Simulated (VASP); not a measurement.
# I (Cmce) in VASP: a series of runs

Runs on I. Level: BLYP. Tasks: single point, relaxation of cell and atoms.

Everything below comes from runs of VASP 6.6.1. Logs are shortened: lines on timing, memory, paths and dates and some standing lists are left out, and cuts for length are marked.

## (1) The cell of the first run

It takes space group Cmce (No. 64, orthorhombic). The conventional cell has a = 12.962 Å, b = 4.988 Å, c = 10.009 Å, α = 90.00°, β = 90.00°, γ = 90.00°. Within 3.7 Å of I (site symmetry m) lie 3 I at 2.84 to 3.59 Å.

## (2) Single point, BLYP

Contents of INCAR:

```
SYSTEM = I
  AGGAC = 1.0
  AGGAX = 1.0
  ALDAC = 0.0
  ALDAX = 1.0
  ALGO = Normal
  EDIFF = 1E-7
  ENCUT = 520
  GGA = B5
  ISIF = 2
  ISMEAR = -1
  LASPH = .True.
  LCHARG = .False.
  LREAL = .False.
  LWAVE = .False.
  NBANDS = 22
  NELM = 100
  PREC = Accurate
  SIGMA = 0.05
```

Contents of KPOINTS:

```
k-points
0
Gamma
  5 5 2
  0 0 0
```

Contents of POSCAR:

```
I
1.0
    6.4808877652     -2.4939388359      0.0000000000
    6.4808877652      2.4939388359      0.0000000000
    0.0000000000      0.0000000000     10.0089431546
I
4
Direct
    0.8526300055      0.1473699945      0.1211722215
    0.6473699945      0.3526300055      0.6211722215
    0.1473699945      0.8526300055      0.8788277785
    0.3526300055      0.6473699945      0.3788277785
```

Potentials or basis: VASP PAW PBE potentials, release 64 (I).

Command:

```sh
> cat potpaw_PBE.64/I/POTCAR > POTCAR
> mpirun -np 1 vasp_std > vasp.out
```

OUTCAR:

```text
SYSTEM = I
   EDIFF = 1E-7
   ENCUT = 520
   GGA = B5
   ISIF = 2
   ISMEAR = -1
   LASPH = .True.
   LREAL = .False.
   NELM = 100
   PREC = Accurate

 ion  position               nearest neighbor table
   1  0.853  0.147  0.121-   3 2.84
   2  0.647  0.353  0.621-   4 2.84
   3  0.147  0.853  0.879-   1 2.84
   4  0.353  0.647  0.379-   2 2.84

  LATTYP: Found a base centered orthorhombic cell.
 ALAT       =     4.9878776718
 B/A-ratio  =     2.5986554569
 C/A-ratio  =     2.0066536939

  Lattice vectors:

 A1 = (  -6.4808877652,  -2.4939388359,   0.0000000000)
 A2 = (   6.4808877652,  -2.4939388359,   0.0000000000)
 A3 = (   0.0000000000,   0.0000000000,  10.0089431546)

Analysis of symmetry for initial positions (statically):
=====================================================================
 Subroutine PRICEL returns:
 Original cell was already a primitive cell.

 Routine SETGRP: Setting up the symmetry group for a
 base centered orthorhombic supercell.

 Subroutine GETGRP returns: Found  8 space group operations
 (whereof  4 operations were pure point group operations)
 out of a pool of  8 trial point group operations.

The static configuration has the point symmetry C_2h.
 The point group associated with its full space group is D_2h.

Analysis of symmetry for dynamics (positions and initial velocities):
=====================================================================
 Subroutine PRICEL returns:
 Original cell was already a primitive cell.

 Routine SETGRP: Setting up the symmetry group for a
 base centered orthorhombic supercell.

 Subroutine GETGRP returns: Found  8 space group operations
 (whereof  4 operations were pure point group operations)
 out of a pool of  8 trial point group operations.

The dynamic configuration has the point symmetry C_2h.
 The point group associated with its full space group is D_2h.

 Subroutine INISYM returns: Found  8 space group operations
 (whereof  4 operations are pure point group operations),
 and found     1 'primitive' translations

----------------------------------------------------------------------------------------

                                     Primitive cell

  volume of cell :     323.5478

  direct lattice vectors                    reciprocal lattice vectors
     6.480887765 -2.493938836  0.000000000     0.077149924 -0.200486072  0.000000000
     6.480887765  2.493938836  0.000000000     0.077149924  0.200486072  0.000000000
     0.000000000  0.000000000 10.008943155     0.000000000  0.000000000  0.099910648

  length of vectors
     6.944180091  6.944180091 10.008943155     0.214818006  0.214818006  0.099910648

  position of ions in fractional coordinates (direct lattice)
     0.852630006  0.147369994  0.121172221
     0.647369994  0.352630006  0.621172221
     0.147369994  0.852630006  0.878827779
     0.352630006  0.647369994  0.378827779

  ion indices of the primitive-cell ions
   primitive index   ion index
                 1           1
                 2           2
                 3           3
                 4           4

----------------------------------------------------------------------------------------

 KPOINTS: k-points

Automatic generation of k-mesh.
 Grid dimensions read from file:
 generate k-points for:    5    5    2

 Generating k-lattice:

  Cartesian coordinates                     Fractional coordinates (reciprocal lattice)
     0.015429985 -0.040097214  0.000000000     0.200000000 -0.000000000  0.000000000
     0.015429985  0.040097214  0.000000000    -0.000000000  0.200000000  0.000000000
     0.000000000  0.000000000  0.049955324     0.000000000  0.000000000  0.500000000

  Length of vectors
     0.042963601  0.042963601  0.049955324

  Shift w.r.t. Gamma in fractional coordinates (k-lattice)
     0.000000000  0.000000000  0.000000000

 Subroutine IBZKPT returns following result:
 ===========================================

 Found     18 irreducible k-points:

 Following reciprocal coordinates:
            Coordinates               Weight
  0.000000  0.000000  0.000000      1.000000
  0.200000  0.000000  0.000000      4.000000
  0.400000 -0.000000  0.000000      4.000000
  0.200000  0.200000  0.000000      2.000000
  0.400000  0.200000  0.000000      4.000000
 -0.400000  0.200000  0.000000      4.000000
[... 10 lines left out ...]
  0.400000  0.400000  0.500000      2.000000
 -0.400000  0.400000  0.500000      2.000000
   k-points           NKPTS =     18   k-points in BZ     NKDIM =     18   number of bands    NBANDS=     22
   number of dos      NEDOS =    301   number of ions     NIONS =      4
   total plane-waves  NPLWV = 233280
   dimension x,y,z NGX =    54 NGY =   54 NGZ =   80
   dimension x,y,z NGXF=   108 NGYF=  108 NGZF=  160
   ions per type =               4
   NGX,Y,Z   is equivalent  to a cutoff of  12.93, 12.93, 13.29 a.u.
   NGXF,Y,Z  is equivalent  to a cutoff of  25.86, 25.86, 26.58 a.u.
 SYSTEM =  I
   PREC   = accura    normal or accurate (medium, high low for compatibility)
   ISTART =      0    job   : 0-new  1-cont  2-samecut
   ICHARG =      2    charge: 1-file 2-atom 10-const
   ISPIN  =      1    spin polarized calculation?
   LNONCOLLINEAR =      F non collinear calculations
   LSORBIT =      F    spin-orbit coupling
   LASPH  =      T    aspherical Exc in radial PAW
   ENCUT  =  520.0 eV  38.22 Ry    6.18 a.u.  12.91 12.91 18.61*2*pi/ulx,y,z
   NELM   =    100;   NELMIN=  2; NELMDL= -5     # of ELM steps
   EDIFF  = 0.1E-06   stopping-criterion for ELM
   LREAL  =      F    real-space projection
   EDIFFG = 0.1E-05   stopping-criterion for IOM
   NSW    =      0    number of steps for IOM
   IBRION =     -1    ionic relax: 0-MD 1-quasi-New 2-CG
   NFREE  =      0    steps in history (QN), initial steepest desc. (CG)
   ISIF   =      2    stress and relaxation
   ISYM   =      2    0-nonsym 1-usesym 2-fastsym
   POTIM  = 0.5000    time-step for ionic-motion
   TEBEG  =    0.0;   TEEND  =   0.0 temperature during run
   PSTRESS=    0.0 pullay stress
   NELECT =      28.0000    total number of electrons
   NUPDOWN=      -1.0000    fix difference up-down
   EMIN   =  10.00;   EMAX   =-10.00  energy-range for DOS
   EFERMI =   0.00;   METHOD = LEGACY
   ISMEAR =    -1;   SIGMA  =   0.05  broadening in eV -4-tet -1-fermi 0-gaus
   EFERMI_NEDOS =   21; number of points for ismear=-14 and -15
   IALGO  =     38    algorithm
   IMIX   =      4    mixing-type and parameters
     AMIX     =   0.40;   BMIX     =  1.00
     AMIX_MAG =   1.60;   BMIX_MAG =  1.00
  volume/ion in A,a.u.               =      80.89       545.85
  Fermi-wavevector in a.u.,A,eV,Ry     =   0.724127  1.368401  7.134347  0.524360
  Thomas-Fermi vector in A             =   1.814518
   LORBIT       =      0    0 simple, 1 ext, 2 COOP (PROOUT), +10 PAW based schemes
   GGA     = B5    functional components
   LHFCALC =     F    Hartree Fock is set to
   AEXX    =    0.0000 exact exchange contribution
   IVDW    =     0    specifies the selected vdW correction
   LEPSILON=     F    determine dielectric tensor
   LRPA    =     F    only Hartree local field effects (RPA)
 non-spin polarized calculation
  energy-cutoff  :      520.00
  volume of cell :      323.55
 maximum number of plane-waves:      8735
 NGX is ok and might be reduce to    54
   NGX = 25   NGY = 25   NGZ = 37

 number of electron      28.0000002 magnetization

 Free energy of the ion-electron system (eV)
  ---------------------------------------------------
  ext. energy  EPLUGINS =         0.00000000
  ---------------------------------------------------
  free energy    TOTEN  =        -4.89443179 eV

  energy without entropy =       -4.89442380  energy(sigma->0) =       -4.89442780

 E-fermi :  -0.9135     XC(G=0):  -4.9242

 val. band max:       -1.4474993223   @ k =   0.0000   0.0000   0.0000
 cond. band min:      -0.3884741159   @ k =   0.0000   0.0000   0.0000
 fundamental gap:      1.0590252064
 Fermi energy:        -0.9135496404

 k-point     1 :       0.0000    0.0000    0.0000
  band No.  band energies     occupation
      1     -14.2047      2.00000
      2     -13.7579      2.00000
      3     -12.7360      2.00000
      4     -11.9946      2.00000
      5      -5.2063      2.00000
      6      -4.3530      2.00000
[... 14 lines left out ...]
     21       5.6739      0.00000
     22       5.8186      0.00000

 k-point     2 :       0.2000    0.0000    0.0000
  band No.  band energies     occupation
      1     -14.1391      2.00000
      2     -13.7717      2.00000
      3     -12.6811      2.00000
      4     -12.0888      2.00000
      5      -5.2325      2.00000
      6      -4.6196      2.00000
[... 14 lines left out ...]
     21       5.6220      0.00000
     22       5.6792      0.00000

 k-point     3 :       0.4000   -0.0000    0.0000
  band No.  band energies     occupation
      1     -13.9841      2.00000
      2     -13.8399      2.00000
      3     -12.5283      2.00000
      4     -12.3071      2.00000
      5      -5.2802      2.00000
      6      -5.0993      2.00000
[... 14 lines left out ...]
     21       6.0072      0.00000
     22       6.1649      0.00000

 k-point     4 :       0.2000    0.2000    0.0000
  band No.  band energies     occupation
      1     -14.2044      2.00000
      2     -13.7577      2.00000
      3     -12.7358      2.00000
      4     -11.9945      2.00000
      5      -5.2056      2.00000
      6      -4.3535      2.00000
[... 14 lines left out ...]
     21       5.6237      0.00000
     22       5.7306      0.00000

 k-point     5 :       0.4000    0.2000    0.0000
  band No.  band energies     occupation
      1     -14.1386      2.00000
      2     -13.7715      2.00000
      3     -12.6807      2.00000
      4     -12.0889      2.00000
      5      -5.2315      2.00000
      6      -4.6203      2.00000
[... 267 lines left out ...]
 k-point    16 :      -0.2000    0.2000    0.5000
  band No.  band energies     occupation
      1     -13.9166      2.00000
      2     -13.9166      2.00000
      3     -12.4143      2.00000
      4     -12.4143      2.00000
      5      -5.0483      2.00000
      6      -5.0483      2.00000
[... 14 lines left out ...]
     21       5.8212      0.00000
     22       5.8212      0.00000

 k-point    17 :       0.4000    0.4000    0.5000
  band No.  band energies     occupation
      1     -14.0253      2.00000
      2     -14.0253      2.00000
      3     -12.3261      2.00000
      4     -12.3261      2.00000
      5      -4.8437      2.00000
      6      -4.8437      2.00000
[... 14 lines left out ...]
     21       5.7760      0.00000
     22       5.7760      0.00000

 k-point    18 :      -0.4000    0.4000    0.5000
  band No.  band energies     occupation
      1     -13.9855      2.00000
      2     -13.9855      2.00000
      3     -12.3575      2.00000
      4     -12.3575      2.00000
      5      -4.9551      2.00000
      6      -4.9551      2.00000
[... 14 lines left out ...]
     21       5.6841      0.00000
     22       5.6841      0.00000

------------------------ aborting loop because EDIFF is reached ----------------------------------------

  FORCE on cell =-STRESS in cart. coord.  units (eV):
  Direction    XX          YY          ZZ          XY          YZ          ZX
  --------------------------------------------------------------------------------------
  -------------------------------------------------------------------------------------
  Total        0.0842283      0.0494594      0.1032290      0.0000000      0.0000000      0.0000000
  in kB        0.4170905      0.2449181      0.5111798      0.0000000      0.0000000      0.0000000
  external PRESSURE =       0.3910628 kB  Pullay stress =       0.0000000 kB

 VOLUME and BASIS-vectors are now :
 -----------------------------------------------------------------------------
  energy-cutoff  :      520.00
  volume of cell :      323.55
      direct lattice vectors                 reciprocal lattice vectors
     6.480887765 -2.493938836  0.000000000     0.077149924 -0.200486072  0.000000000
     6.480887765  2.493938836  0.000000000     0.077149924  0.200486072  0.000000000
     0.000000000  0.000000000 10.008943155     0.000000000  0.000000000  0.099910648

 POSITION                                       TOTAL-FORCE (eV/Angst)
 -----------------------------------------------------------------------------------
      6.48089     -1.75888      1.21281         0.000000      0.007193      0.004422
      6.48089     -0.73506      6.21728         0.000000     -0.007193      0.004422
      6.48089      1.75888      8.79614         0.000000     -0.007193     -0.004422
      6.48089      0.73506      3.79167         0.000000      0.007193     -0.004422
 -----------------------------------------------------------------------------------
    total drift:                               -0.000000      0.000000      0.000000

  FREE ENERGIE OF THE ION-ELECTRON SYSTEM (eV)
  ---------------------------------------------------
  free  energy   TOTEN  =        -4.8944317941 eV

  energy  without entropy=       -4.8944238012  energy(sigma->0) =       -4.89442780
```

Wall time 5.9 min (1 thread of Oxide Virtual Turin-like, shared host); peak memory 0.5 GiB.

What came out:

* Free energy: -4.8944 eV
* Pressure: 0.0 GPa
* Largest force: 0.008 eV/Å
* Band gap on the k mesh: 1.06 eV

Forces in eV/Å, atoms in the order of the input:
```
I    0.000  0.007  0.004
I    0.000 -0.007  0.004
I    0.000 -0.007 -0.004
I    0.000  0.007 -0.004
```

Levels at points of the mesh, in eV from the valence-band top:
```
           k point  band 11  band 12  band 13  band 14  band 15  band 16  band 17  band 18
(0.00, 0.00, 0.00)    -1.09    -0.79    -0.34     0.00     1.06     1.65     4.66     5.72
(0.00, 0.00, 0.50)    -0.81    -0.81    -0.32    -0.32     1.25     1.25     5.09     5.09
```

Caveat: this functional lacks dispersion, which holds the molecules together, so the pressure and a relaxed volume are unreliable; the PAW data sets were made with another functional, which shifts forces and pressure a little; spin-orbit coupling is left out, which moves the levels of the heavy elements.

## (3) Relaxation of cell and atoms, BLYP

This run uses another cell than the first one, of 41.15 Å³/atom.

Contents of INCAR:

```
AGGAC = 1.0
AGGAX = 1.0
ALDAC = 0.0
ALDAX = 1.0
ALGO = Normal
EDIFF = 1E-6
EDIFFG = -0.01
ENCUT = 600
GGA = B5
IBRION = 2
ISIF = 3
ISMEAR = -1
LASPH = T
LCHARG = F
LREAL = F
LWAVE = F
NELM = 80
NSW = 80
PREC = Accurate
SIGMA = 0.05
```

Contents of KPOINTS:

```
k-points
0
Gamma
  5 5 2
```

Contents of POSCAR:

```
I
1.0
    3.5794500000     -2.3457500000      0.0000000000
    3.5794500000      2.3457500000      0.0000000000
    0.0000000000      0.0000000000      9.8014000000
I
4
Direct
    0.8460000000      0.1540000000      0.1174200000
    0.6540000000      0.3460000000      0.6174200000
    0.1540000000      0.8460000000      0.8825800000
    0.3460000000      0.6540000000      0.3825800000
```

Potentials or basis: VASP PAW PBE potentials, release 64 (I).

Command:

```sh
> cat potpaw_PBE.64/I/POTCAR > POTCAR
> mpirun -np 1 vasp_std > vasp.out
```

Run time: 41 min. Hardware: 1 thread of Oxide Virtual Turin-like, shared host; peak memory 0.3 GiB.

The run converged. Its results:

- Free energy: -4.8771 eV
- Relaxed volume: 76.95 Å³/atom
- Relaxed cell: a = 6.630 Å, b = 6.630 Å, c = 10.023 Å, α = 90.00°, β = 90.00°, γ = 44.31°
- Space group after relaxing (to 0.1 Å): Cmce (No. 64)
- Energy gained by relaxing: 153.7 meV/atom
- Ionic steps: 30
- Pressure after relaxing: 0.0 GPa
- Largest force after relaxing: 0.005 eV/Å
- Band gap on the k mesh: 1.06 eV

Forces on the atoms (eV/Å):
```
I    0.000  0.004  0.003
I    0.000 -0.004  0.003
I    0.000 -0.004 -0.003
I    0.000  0.004 -0.003
```

The path:
```tsv
step	energy change (eV)	largest force (eV/Å)	pressure (GPa)	volume (Å³)
1	0.0000	0.7679	3.96	164.59
2	-0.2096	0.4445	-0.45	190.03
3	-0.2379	0.2296	0.43	182.40
4	-0.3297	0.1717	0.31	189.29
5	-0.4805	0.0627	0.31	210.00
6	-0.5063	0.5835	0.91	251.46
7	-0.5561	0.2175	0.26	267.81
8	-0.5639	0.0233	-0.07	278.35
9	-0.5665	0.0229	-0.06	278.72
10	-0.5738	0.0224	-0.04	279.82
11	-0.5862	0.0249	0.01	281.86
12	-0.6002	0.0503	0.14	285.34
13	-0.6009	0.0701	0.21	286.60
14	-0.6044	0.0997	0.09	290.00
15	-0.6050	0.1358	0.00	292.55
16	-0.6075	0.1152	0.00	294.21
17	-0.6123	0.0528	0.01	299.18
18	-0.6104	0.0758	0.04	309.04
19	-0.6134	0.0061	0.01	302.84
20	-0.6134	0.0081	0.01	302.63
21	-0.6138	0.0025	0.03	302.98
22	-0.6140	0.0195	0.06	303.53
23	-0.6139	0.0548	0.11	304.60
24	-0.6141	0.0326	0.07	303.92
25	-0.6142	0.0307	0.08	304.18
26	-0.6145	0.0251	0.06	304.96
27	-0.6148	0.0140	0.03	306.54
28	-0.6148	0.0086	-0.02	309.68
29	-0.6149	0.0049	0.00	307.96
30	-0.6149	0.0054	0.00	307.79
```

Final structure:
```
I
1.0
     6.14079   -2.50041    0.00000
     6.14079    2.50041    0.00000
     0.00000    0.00000   10.02283
I
4
Direct
  0.85332 0.14668 0.12109
  0.64668 0.35332 0.62109
  0.14668 0.85332 0.87891
  0.35332 0.64668 0.37891
```

Levels at points of the mesh, in eV from the valence-band top:
```csv
k point,band 12,band 13,band 14,band 15,band 16,band 17
"(0.00, 0.00, 0.00)",-0.76,-0.33,0.00,1.06,1.64,4.65
"(0.00, 0.00, 0.50)",-0.80,-0.31,-0.31,1.25,1.25,5.08
```

Caveat: the volume moved by over 15 % at a fixed basis, so the end points are rough; this functional lacks dispersion, which holds the molecules together, so the pressure and a relaxed volume are unreliable; the PAW data sets were made with another functional, which shifts forces and pressure a little; spin-orbit coupling is left out, which moves the levels of the heavy elements. BLYP gaps usually lie below the measured ones, often by a third to a half.

[end of part 1 of 2]
